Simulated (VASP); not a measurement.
# Pb2OF2 in VASP: single point with PBE

Aim: the single point of Pb2OF2 with PBE.

Program: VASP 6.6.1. These are calculated values, not measurements. Logs are shortened: lines on timing, memory, paths and dates and some standing lists are left out, and cuts for length are marked.

**1. The cell of the first run**

The cell holds a molecule in a box, 5 atoms: a = 9.960 Å, b = 11.300 Å, c = 13.070 Å, α = 90.00°, β = 90.00°, γ = 90.00°.

**2. Single point, PBE**

Contents of INCAR:

```
PREC = Accurate
ENCUT = 1010
EDIFF = 1E-6
ISMEAR = 0
SIGMA = 0.01
LREAL = F
LASPH = T
NELM = 120
ALGO = Normal
ISIF = 2
LWAVE = F
LCHARG = T
GGA = PE
LELF = T
LVHAR = T
NBANDS = 32
GGA_COMPAT = F
NELMDL = -8
```

Contents of KPOINTS:

```
Automatic mesh
0
Gamma
  1 1 1
```

Contents of POSCAR:

```
Pb2OF2
1.0
    9.9600000000      0.0000000000      0.0000000000
    0.0000000000     11.3000000000      0.0000000000
    0.0000000000      0.0000000000     13.0700000000
Pb O F
2 1 2
Direct
    0.5312469900      0.5667345100      0.6559150700
    0.5312469900      0.5667345100      0.3442999200
    0.5479698800      0.6022053100      0.5001071200
    0.4518072300      0.3982300900      0.6506143800
    0.4518072300      0.3982300900      0.3496006100
```

Potentials or basis: VASP PAW PBE potentials, release 64 (Pb_d, O_h, F_h).

Started as:

```console
cat potpaw_PBE.64/Pb_d/POTCAR potpaw_PBE.64/O_h/POTCAR potpaw_PBE.64/F_h/POTCAR > POTCAR
mpirun -np 1 vasp_gam > vasp.out
```

OUTCAR:

```text
PREC = Accurate
   ENCUT = 1010
   EDIFF = 1E-6
   ISMEAR = 0
   LREAL = F
   LASPH = T
   NELM = 120
   ISIF = 2
   GGA = PE
   NELMDL = -8

 ion  position               nearest neighbor table
   1  0.531  0.567  0.656-   4 2.06   3 2.08   2 4.07
   2  0.531  0.567  0.344-   5 2.06   3 2.08   1 4.07
   3  0.548  0.602  0.500-   2 2.08   1 2.08
   4  0.452  0.398  0.651-   1 2.06
   5  0.452  0.398  0.350-   2 2.06

  LATTYP: Found a simple orthorhombic cell.
 ALAT       =     9.9600000000
 B/A-ratio  =     1.1345381526
 C/A-ratio  =     1.3122489960

  Lattice vectors:

 A1 = (   9.9600000000,   0.0000000000,   0.0000000000)
 A2 = (   0.0000000000,  11.3000000000,   0.0000000000)
 A3 = (   0.0000000000,   0.0000000000,  13.0700000000)

Analysis of symmetry for initial positions (statically):
=====================================================================
 Subroutine PRICEL returns:
 Original cell was already a primitive cell.

 Routine SETGRP: Setting up the symmetry group for a
 simple orthorhombic supercell.

 Subroutine GETGRP returns: Found  2 space group operations
 (whereof  1 operations were pure point group operations)
 out of a pool of  8 trial point group operations.

The static configuration has the point symmetry C_1 .
 The point group associated with its full space group is C_1h.

Analysis of symmetry for dynamics (positions and initial velocities):
=====================================================================
 Subroutine PRICEL returns:
 Original cell was already a primitive cell.

 Routine SETGRP: Setting up the symmetry group for a
 simple orthorhombic supercell.

 Subroutine GETGRP returns: Found  2 space group operations
 (whereof  1 operations were pure point group operations)
 out of a pool of  8 trial point group operations.

The dynamic configuration has the point symmetry C_1 .
 The point group associated with its full space group is C_1h.

 Subroutine INISYM returns: Found  2 space group operations
 (whereof  1 operations are pure point group operations),
 and found     1 'primitive' translations

----------------------------------------------------------------------------------------

                                     Primitive cell

  volume of cell :    1471.0024

  direct lattice vectors                    reciprocal lattice vectors
     9.960000000  0.000000000  0.000000000     0.100401606  0.000000000  0.000000000
     0.000000000 11.300000000  0.000000000     0.000000000  0.088495575  0.000000000
     0.000000000  0.000000000 13.070000000     0.000000000  0.000000000  0.076511094

  length of vectors
     9.960000000 11.300000000 13.070000000     0.100401606  0.088495575  0.076511094

  position of ions in fractional coordinates (direct lattice)
     0.531246990  0.566734510  0.655915070
     0.531246990  0.566734510  0.344299920
     0.547969880  0.602205310  0.500107120
     0.451807230  0.398230090  0.650614380
     0.451807230  0.398230090  0.349600610

  ion indices of the primitive-cell ions
   primitive index   ion index
                 1           1
                 2           2
                 3           3
                 4           4
                 5           5

----------------------------------------------------------------------------------------

 KPOINTS: Automatic mesh

Automatic generation of k-mesh.
 Grid dimensions read from file:
 generate k-points for:    1    1    1

 Generating k-lattice:

  Cartesian coordinates                     Fractional coordinates (reciprocal lattice)
     0.100401606  0.000000000  0.000000000     1.000000000  0.000000000  0.000000000
     0.000000000  0.088495575  0.000000000     0.000000000  1.000000000  0.000000000
     0.000000000  0.000000000  0.076511094     0.000000000  0.000000000  1.000000000

  Length of vectors
     0.100401606  0.088495575  0.076511094

  Shift w.r.t. Gamma in fractional coordinates (k-lattice)
     0.000000000  0.000000000  0.000000000

 Subroutine IBZKPT returns following result:
 ===========================================

 Found      1 irreducible k-points:

 Following reciprocal coordinates:
            Coordinates               Weight
  0.000000  0.000000  0.000000      1.000000
   k-points           NKPTS =      1   k-points in BZ     NKDIM =      1   number of bands    NBANDS=     32
   number of dos      NEDOS =    301   number of ions     NIONS =      5
   total plane-waves  NPLWV = ******
   dimension x,y,z NGX =   108 NGY =  120 NGZ =  140
   dimension x,y,z NGXF=   216 NGYF=  240 NGZF=  280
   ions per type =               2   1   2
   NGX,Y,Z   is equivalent  to a cutoff of  18.03, 17.65, 17.81 a.u.
   NGXF,Y,Z  is equivalent  to a cutoff of  36.05, 35.31, 35.62 a.u.
 SYSTEM =  unknown system
   PREC   = accura    normal or accurate (medium, high low for compatibility)
   ISTART =      0    job   : 0-new  1-cont  2-samecut
   ICHARG =      2    charge: 1-file 2-atom 10-const
   ISPIN  =      1    spin polarized calculation?
   LNONCOLLINEAR =      F non collinear calculations
   LSORBIT =      F    spin-orbit coupling
   LASPH  =      T    aspherical Exc in radial PAW
   ENCUT  = 1010.0 eV  74.23 Ry    8.62 a.u.  25.81 29.28 33.87*2*pi/ulx,y,z
   NELM   =    120;   NELMIN=  2; NELMDL= -8     # of ELM steps
   EDIFF  = 0.1E-05   stopping-criterion for ELM
   LREAL  =      F    real-space projection
   EDIFFG = 0.1E-04   stopping-criterion for IOM
   NSW    =      0    number of steps for IOM
   IBRION =     -1    ionic relax: 0-MD 1-quasi-New 2-CG
   NFREE  =      0    steps in history (QN), initial steepest desc. (CG)
   ISIF   =      2    stress and relaxation
   ISYM   =      2    0-nonsym 1-usesym 2-fastsym
   POTIM  = 0.5000    time-step for ionic-motion
   TEBEG  =    0.0;   TEEND  =   0.0 temperature during run
   PSTRESS=    0.0 pullay stress
   NELECT =      48.0000    total number of electrons
   NUPDOWN=      -1.0000    fix difference up-down
   EMIN   =  10.00;   EMAX   =-10.00  energy-range for DOS
   EFERMI =   0.00;   METHOD = LEGACY
   ISMEAR =     0;   SIGMA  =   0.01  broadening in eV -4-tet -1-fermi 0-gaus
   EFERMI_NEDOS =   21; number of points for ismear=-14 and -15
   IALGO  =     38    algorithm
   IMIX   =      4    mixing-type and parameters
     AMIX     =   0.40;   BMIX     =  1.00
     AMIX_MAG =   1.60;   BMIX_MAG =  1.00
  volume/ion in A,a.u.               =     294.20      1985.36
  Fermi-wavevector in a.u.,A,eV,Ry     =   0.523139  0.988590  3.723573  0.273675
  Thomas-Fermi vector in A             =   1.542278
   LORBIT       =      0    0 simple, 1 ext, 2 COOP (PROOUT), +10 PAW based schemes
   GGA     = PE    functional components
   LHFCALC =     F    Hartree Fock is set to
   AEXX    =    0.0000 exact exchange contribution
   IVDW    =     0    specifies the selected vdW correction
   LEPSILON=     F    determine dielectric tensor
   LRPA    =     F    only Hartree local field effects (RPA)
 non-spin polarized calculation
 Gauss-broadening in eV      SIGMA  =   0.01
  energy-cutoff  :     1010.00
  volume of cell :     1471.00
 maximum number of plane-waves:     53616
 NGX is ok and might be reduce to   108
   NGX = 51   NGY = 59   NGZ = 67

 number of electron      48.0000001 magnetization

 Free energy of the ion-electron system (eV)
  ---------------------------------------------------
  ext. energy  EPLUGINS =         0.00000000
  ---------------------------------------------------
  free energy    TOTEN  =       -22.28885108 eV

  energy without entropy =      -22.28885108  energy(sigma->0) =      -22.28885108

 E-fermi :  -5.8418     XC(G=0):  -1.2947

 val. band max:       -5.8883503695   @ k =   0.0000   0.0000   0.0000
 cond. band min:      -2.5774004970   @ k =   0.0000   0.0000   0.0000
 fundamental gap:      3.3109498725
 Fermi energy:        -5.8418227963

 k-point     1 :       0.0000    0.0000    0.0000
  band No.  band energies     occupation
      1     -26.2072      2.00000
      2     -26.2030      2.00000
      3     -22.5355      2.00000
      4     -20.9635      2.00000
      5     -20.8345      2.00000
      6     -20.8326      2.00000
      7     -20.8186      2.00000
      8     -20.7950      2.00000
      9     -20.7523      2.00000
     10     -20.6013      2.00000
     11     -20.5513      2.00000
     12     -20.4801      2.00000
     13     -19.3581      2.00000
     14     -12.5254      2.00000
     15     -11.1358      2.00000
     16      -7.9171      2.00000
     17      -7.3546      2.00000
     18      -7.3314      2.00000
     19      -7.2425      2.00000
     20      -7.1322      2.00000
     21      -7.0572      2.00000
     22      -6.3197      2.00000
     23      -5.9201      2.00000
     24      -5.8884      2.00000
     25      -2.5774      0.00000
     26      -2.1115      0.00000
     27      -0.9098      0.00000
     28      -0.4517      0.00000
     29      -0.3762      0.00000
     30      -0.0122      0.00000
     31       0.6376      0.00000
     32       1.1718      0.00000

------------------------ aborting loop because EDIFF is reached ----------------------------------------

  FORCE on cell =-STRESS in cart. coord.  units (eV):
  Direction    XX          YY          ZZ          XY          YZ          ZX
  --------------------------------------------------------------------------------------
  -------------------------------------------------------------------------------------
  Total        0.2246990      1.2519520      0.5503225      0.6048221      0.0000000      0.0000000
  in kB        0.2447363      1.3635934      0.5993969      0.6587564      0.0000000      0.0000000
  external PRESSURE =       0.7359089 kB  Pullay stress =       0.0000000 kB

 VOLUME and BASIS-vectors are now :
 -----------------------------------------------------------------------------
  energy-cutoff  :     1010.00
  volume of cell :     1471.00
      direct lattice vectors                 reciprocal lattice vectors
     9.960000000  0.000000000  0.000000000     0.100401606  0.000000000  0.000000000
     0.000000000 11.300000000  0.000000000     0.000000000  0.088495575  0.000000000
     0.000000000  0.000000000 13.070000000     0.000000000  0.000000000  0.076511094

 POSITION                                       TOTAL-FORCE (eV/Angst)
 -----------------------------------------------------------------------------------
      5.29122      6.40410      8.57281         0.136802      0.311424      0.129065
      5.29122      6.40410      4.50000         0.136802      0.311424     -0.129065
      5.45778      6.80492      6.53640         0.035701      0.084922      0.000000
      4.50000      4.50000      8.50353        -0.154652     -0.353885      0.000723
      4.50000      4.50000      4.56928        -0.154652     -0.353885     -0.000723
 -----------------------------------------------------------------------------------
    total drift:                                0.001624     -0.000183     -0.042899

  FREE ENERGIE OF THE ION-ELECTRON SYSTEM (eV)
  ---------------------------------------------------
  free  energy   TOTEN  =       -22.2888510784 eV

  energy  without entropy=      -22.2888510784  energy(sigma->0) =      -22.28885108
```

Wall time 6.6 min (1 thread of Intel Xeon Platinum 8375C at 2.90GHz (Ice Lake), shared host); peak memory 2.5 GiB.

What came out:

```yaml
Free_energy: -22.2889 eV
Largest_force: 0.386 eV/Å
Gap_between_the_frontier_levels: 3.31 eV
```

Forces on the atoms (eV/Å):
```
Pb   0.137  0.311  0.129
Pb   0.137  0.311 -0.129
O    0.036  0.085  0.000
F   -0.155 -0.354  0.001
F   -0.155 -0.354 -0.001
```

Caveat: spin-orbit coupling is left out, which moves the levels of the heavy elements.
